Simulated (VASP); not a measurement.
# Au (Fm-3m) in VASP: notebook, part 2 of 2

VASP 6.6.1. Earlier steps stand in the parts before.

## Step 5: Single point, LDA

This run uses another cell than the first one, of 17.87 Å³/atom, 1.060 times its volume.

The input, INCAR:

```
SYSTEM = Au
PREC = Accurate
ENCUT = 500
EDIFF = 1E-6
ISMEAR = 1
SIGMA = 0.1
LREAL = .False.
LASPH = .True.
NELM = 120
ALGO = Normal
ISIF = 2
LWAVE = .False.
LCHARG = .True.
LELF = .True.
LVHAR = .True.
NBANDS = 12
GGA_COMPAT = .False.
```

The input, KPOINTS:

```
Automatic mesh
0
Gamma
  11 11 11
  0 0 0
```

The input, POSCAR:

```
Au
1.0
    0.0000000000      2.0749120936      2.0749120936
    2.0749120936      0.0000000000      2.0749120936
    2.0749120936      2.0749120936      0.0000000000
Au
1
Direct
    0.0000000000      0.0000000000      0.0000000000
```

Potentials or basis: VASP PAW LDA potentials, release 64 (Au).

On the command line:

```
cat potpaw_LDA.64/Au/POTCAR > POTCAR
mpirun -np 1 vasp_std > vasp.out
```

OUTCAR:

```text
SYSTEM = Au
   PREC = Accurate
   ENCUT = 500
   EDIFF = 1E-6
   ISMEAR = 1
   LREAL = .False.
   LASPH = .True.
   NELM = 120
   ISIF = 2

 ion  position               nearest neighbor table
   1  0.000  0.000  0.000-

  LATTYP: Found a face centered cubic cell.
 ALAT       =     4.1498241872

  Lattice vectors:

 A1 = (   0.0000000000,   2.0749120936,   2.0749120936)
 A2 = (   2.0749120936,   0.0000000000,   2.0749120936)
 A3 = (   2.0749120936,   2.0749120936,   0.0000000000)

Analysis of symmetry for initial positions (statically):
=====================================================================
 Subroutine PRICEL returns:
 Original cell was already a primitive cell.

 Routine SETGRP: Setting up the symmetry group for a
 face centered cubic supercell.

 Subroutine GETGRP returns: Found 48 space group operations
 (whereof 48 operations were pure point group operations)
 out of a pool of 48 trial point group operations.

The static configuration has the point symmetry O_h .

Analysis of symmetry for dynamics (positions and initial velocities):
=====================================================================
 Subroutine PRICEL returns:
 Original cell was already a primitive cell.

 Routine SETGRP: Setting up the symmetry group for a
 face centered cubic supercell.

 Subroutine GETGRP returns: Found 48 space group operations
 (whereof 48 operations were pure point group operations)
 out of a pool of 48 trial point group operations.

The dynamic configuration has the point symmetry O_h .

 Subroutine INISYM returns: Found 48 space group operations
 (whereof 48 operations are pure point group operations),
 and found     1 'primitive' translations

----------------------------------------------------------------------------------------

                                     Primitive cell

  volume of cell :      17.8661

  direct lattice vectors                    reciprocal lattice vectors
     0.000000000  2.074912094  2.074912094    -0.240974064  0.240974064  0.240974064
     2.074912094  0.000000000  2.074912094     0.240974064 -0.240974064  0.240974064
     2.074912094  2.074912094  0.000000000     0.240974064  0.240974064 -0.240974064

  length of vectors
     2.934368824  2.934368824  2.934368824     0.417379322  0.417379322  0.417379322

  position of ions in fractional coordinates (direct lattice)
     0.000000000  0.000000000  0.000000000

  ion indices of the primitive-cell ions
   primitive index   ion index
                 1           1

----------------------------------------------------------------------------------------

 KPOINTS: Automatic mesh

Automatic generation of k-mesh.
 Grid dimensions read from file:
 generate k-points for:   11   11   11

 Generating k-lattice:

  Cartesian coordinates                     Fractional coordinates (reciprocal lattice)
    -0.021906733  0.021906733  0.021906733     0.090909091  0.000000000  0.000000000
     0.021906733 -0.021906733  0.021906733     0.000000000  0.090909091  0.000000000
     0.021906733  0.021906733 -0.021906733     0.000000000  0.000000000  0.090909091

  Length of vectors
     0.037943575  0.037943575  0.037943575

  Shift w.r.t. Gamma in fractional coordinates (k-lattice)
     0.000000000  0.000000000  0.000000000

 Subroutine IBZKPT returns following result:
 ===========================================

 Found     56 irreducible k-points:

 Following reciprocal coordinates:
            Coordinates               Weight
  0.000000  0.000000  0.000000      1.000000
  0.090909  0.000000  0.000000      8.000000
  0.181818  0.000000  0.000000      8.000000
  0.272727  0.000000  0.000000      8.000000
  0.363636  0.000000  0.000000      8.000000
  0.454545  0.000000  0.000000      8.000000
[... 16 lines left out ...]
 -0.272727  0.181818  0.000000     24.000000
 -0.181818  0.181818  0.000000     12.000000
 [... further k-points ...]
   k-points           NKPTS =     56   k-points in BZ     NKDIM =     56   number of bands    NBANDS=     12
   number of dos      NEDOS =    301   number of ions     NIONS =      1
   total plane-waves  NPLWV =  13824
   dimension x,y,z NGX =    24 NGY =   24 NGZ =   24
   dimension x,y,z NGXF=    48 NGYF=   48 NGZF=   48
   ions per type =               1
   NGX,Y,Z   is equivalent  to a cutoff of  13.60, 13.60, 13.60 a.u.
   NGXF,Y,Z  is equivalent  to a cutoff of  27.19, 27.19, 27.19 a.u.
 SYSTEM =  Au
   PREC   = accura    normal or accurate (medium, high low for compatibility)
   ISTART =      0    job   : 0-new  1-cont  2-samecut
   ICHARG =      2    charge: 1-file 2-atom 10-const
   ISPIN  =      1    spin polarized calculation?
   LNONCOLLINEAR =      F non collinear calculations
   LSORBIT =      F    spin-orbit coupling
   LASPH  =      T    aspherical Exc in radial PAW
   ENCUT  =  500.0 eV  36.75 Ry    6.06 a.u.   5.35  5.35  5.35*2*pi/ulx,y,z
   NELM   =    120;   NELMIN=  2; NELMDL= -5     # of ELM steps
   EDIFF  = 0.1E-05   stopping-criterion for ELM
   LREAL  =      F    real-space projection
   EDIFFG = 0.1E-04   stopping-criterion for IOM
   NSW    =      0    number of steps for IOM
   IBRION =     -1    ionic relax: 0-MD 1-quasi-New 2-CG
   NFREE  =      0    steps in history (QN), initial steepest desc. (CG)
   ISIF   =      2    stress and relaxation
   ISYM   =      2    0-nonsym 1-usesym 2-fastsym
   POTIM  = 0.5000    time-step for ionic-motion
   TEBEG  =    0.0;   TEEND  =   0.0 temperature during run
   PSTRESS=    0.0 pullay stress
   NELECT =      11.0000    total number of electrons
   NUPDOWN=      -1.0000    fix difference up-down
   EMIN   =  10.00;   EMAX   =-10.00  energy-range for DOS
   EFERMI =   0.00;   METHOD = LEGACY
   ISMEAR =     1;   SIGMA  =   0.10  broadening in eV -4-tet -1-fermi 0-gaus
   EFERMI_NEDOS =   21; number of points for ismear=-14 and -15
   IALGO  =     38    algorithm
   IMIX   =      4    mixing-type and parameters
     AMIX     =   0.40;   BMIX     =  1.00
     AMIX_MAG =   1.60;   BMIX_MAG =  1.00
  volume/ion in A,a.u.               =      17.87       120.57
  Fermi-wavevector in a.u.,A,eV,Ry     =   1.392716  2.631852 26.390663  1.939659
  Thomas-Fermi vector in A             =   2.516432
   LORBIT       =      0    0 simple, 1 ext, 2 COOP (PROOUT), +10 PAW based schemes
   GGA     = CA    functional components
   LHFCALC =     F    Hartree Fock is set to
   AEXX    =    0.0000 exact exchange contribution
   IVDW    =     0    specifies the selected vdW correction
   LEPSILON=     F    determine dielectric tensor
   LRPA    =     F    only Hartree local field effects (RPA)
 non-spin polarized calculation
 Methfessel and Paxton  Order N= 1 SIGMA  =   0.10
  energy-cutoff  :      500.00
  volume of cell :       17.87
 maximum number of plane-waves:       465
 NGX is ok and might be reduce to    24
   NGX = 11   NGY = 11   NGZ = 11

 number of electron      11.0000002 magnetization

 Free energy of the ion-electron system (eV)
  ---------------------------------------------------
  ext. energy  EPLUGINS =         0.00000000
  ---------------------------------------------------
  free energy    TOTEN  =        -4.40710250 eV

  energy without entropy =       -4.40742002  energy(sigma->0) =       -4.40720834

 E-fermi :   8.4767     XC(G=0): -12.7109

 val. band max:        8.3969153150   @ k =   0.4545   0.3636   0.0000
 cond. band min:       8.7073856950   @ k =  -0.4545   0.0909   0.0000
 fundamental gap:      0.3104703800
 Fermi energy:         8.4767402334

 k-point     1 :       0.0000    0.0000    0.0000
  band No.  band energies     occupation
      1      -0.9195      2.00000
      2       4.0443      2.00000
      3       4.0443      2.00000
      4       4.0443      2.00000
      5       5.4592      2.00000
      6       5.4592      2.00000
      7      23.0516      0.00000
      8      26.7265      0.00000
      9      26.7265      0.00000
     10      26.7265      0.00000
     11      31.6110      0.00000
     12      35.6802      0.00000
[... 331 lines left out ...]
 k-point    24 :      -0.1818    0.1818    0.0000
  band No.  band energies     occupation
      1       1.5565      2.00000
      2       3.4889      2.00000
      3       4.2432      2.00000
      4       4.8577      2.00000
      5       4.9057      2.00000
      6       6.5785      2.00000
      7      19.5293      0.00000
      8      21.4059      0.00000
      9      25.9290      0.00000
     10      27.4676      0.00000
     11      29.6223      0.00000
     12      32.2721      0.00000

 [... further k-points ...]

------------------------ aborting loop because EDIFF is reached ----------------------------------------

  FORCE on cell =-STRESS in cart. coord.  units (eV):
  Direction    XX          YY          ZZ          XY          YZ          ZX
  --------------------------------------------------------------------------------------
  -------------------------------------------------------------------------------------
  Total       -1.2660212     -1.2660212     -1.2660212     -0.0000000     -0.0000000      0.0000000
  in kB     -113.5330891   -113.5330891   -113.5330891     -0.0000000     -0.0000000      0.0000000
  external PRESSURE =    -113.5330891 kB  Pullay stress =       0.0000000 kB

 VOLUME and BASIS-vectors are now :
 -----------------------------------------------------------------------------
  energy-cutoff  :      500.00
  volume of cell :       17.87
      direct lattice vectors                 reciprocal lattice vectors
     0.000000000  2.074912094  2.074912094    -0.240974064  0.240974064  0.240974064
     2.074912094  0.000000000  2.074912094     0.240974064 -0.240974064  0.240974064
     2.074912094  2.074912094  0.000000000     0.240974064  0.240974064 -0.240974064

 POSITION                                       TOTAL-FORCE (eV/Angst)
 -----------------------------------------------------------------------------------
      0.00000      0.00000      0.00000         0.000000      0.000000      0.000000
 -----------------------------------------------------------------------------------
    total drift:                                0.000000      0.000000      0.000000

  FREE ENERGIE OF THE ION-ELECTRON SYSTEM (eV)
  ---------------------------------------------------
  free  energy   TOTEN  =        -4.4071025004 eV

  energy  without entropy=       -4.4074200162  energy(sigma->0) =       -4.40720834
```

OSZICAR:

```text
N       E                     dE             d eps       ncg     rms          rms(c)
DAV:   1     0.473743809615E+02    0.47374E+02   -0.53378E+03  1396   0.785E+02
DAV:   2    -0.401428709204E+01   -0.51389E+02   -0.48645E+02  1588   0.183E+02
DAV:   3    -0.473115498093E+01   -0.71687E+00   -0.71633E+00  1620   0.208E+01
DAV:   4    -0.473344613949E+01   -0.22912E-02   -0.22911E-02  1592   0.136E+00
DAV:   5    -0.473346279287E+01   -0.16653E-04   -0.16655E-04  1672   0.110E-01    0.829E+00
DAV:   6    -0.442837706411E+01    0.30509E+00   -0.90822E-01  1440   0.741E+00    0.528E+00
DAV:   7    -0.441022931073E+01    0.18148E-01   -0.49377E-02  1604   0.171E+00    0.272E+00
DAV:   8    -0.440710466993E+01    0.31246E-02   -0.10841E-03  1516   0.327E-01    0.234E-01
DAV:   9    -0.440710244590E+01    0.22240E-05   -0.97731E-06  1612   0.224E-02    0.173E-02
DAV:  10    -0.440710250040E+01   -0.54498E-07   -0.10849E-06  1336   0.751E-03
   1 F= -.44071025E+01 E0= -.44072083E+01  d E =0.317516E-03
```

stdout:

```text
POSCAR found type information on POSCAR Au
 POSCAR found :  1 types and       1 ions
 scaLAPACK will be used
 LDA part: xc-table for (Slater(with rela. corr.)+CA(PZ))
 , standard interpolation
 POSCAR, INCAR and KPOINTS ok, starting setup
 FFT: planning ... GRIDC
 FFT: planning ... GRID_SOFT
 FFT: planning ... GRID
 WAVECAR not read
 entering main loop
```

It took 5.3 s on 1 thread of Intel Xeon Platinum 8559C (Emerald Rapids), shared host; peak memory 0.13 GiB.

Results:

| Item | Value |
| --- | --- |
| Free energy | -4.4071 eV |
| Pressure | -11.4 GPa |

Caveat: spin-orbit coupling is left out, which moves the levels of the heavy elements.

## Step 6: Overview

```csv
cell,gap on the mesh (eV),pressure (GPa)
"a = 2.878 Å, angles 60.0°, 1 atom",none,-2.5
"a = 2.897 Å, angles 60.0°, 1 atom",none,-5.9
"a = 2.916 Å, angles 60.0°, 1 atom",none,-8.8
"a = 2.934 Å, angles 60.0°, 1 atom",none,-11.4
```

Alike in all rows: task single point; level LDA; potentials or basis VASP PAW LDA potentials, release 64 (Au); no spin polarisation; k mesh 11 × 11 × 11; cutoff (eV) 500; smearing methfessel-paxton 0.1 eV.

Caveats: spin-orbit coupling is left out, which moves the levels of the heavy elements.

Absolute energies hang on the potentials; compare differences alone.
